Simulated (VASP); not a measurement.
Runs of VASP 6.6.1 on Ge. The structure is that of space group Fd-3m (No. 227), or close to it. The cells are those of the table. 

```tsv
cell	gap on the mesh (eV)	pressure (GPa)
a = 4.001 Å, angles 60.0°, 2 atoms	none	-1.1
a = 4.053 Å, angles 60.0°, 2 atoms	none	-3.4
a = 4.105 Å, angles 60.0°, 2 atoms	none	-5.3
a = 3.891 Å, angles 60.0°, 2 atoms	0.33	(b)
a = 3.947 Å, angles 60.0°, 2 atoms	(a)	1.8
```

Alike in all rows: task single point; level LDA; potentials or basis VASP PAW LDA potentials, release 64 (Ge_d); no spin polarisation; k mesh 6 × 6 × 6; cutoff (eV) 500; smearing fermi-dirac 0.1 eV.

**Question.** Estimate the missing entries.

**Answer.** (a) 0.19; (b) 5.5.

A k mesh can miss the band edges, and the runs leave out spin-orbit coupling on Ge.

A gap of «none» marks levels without a gap at the run's occupations.
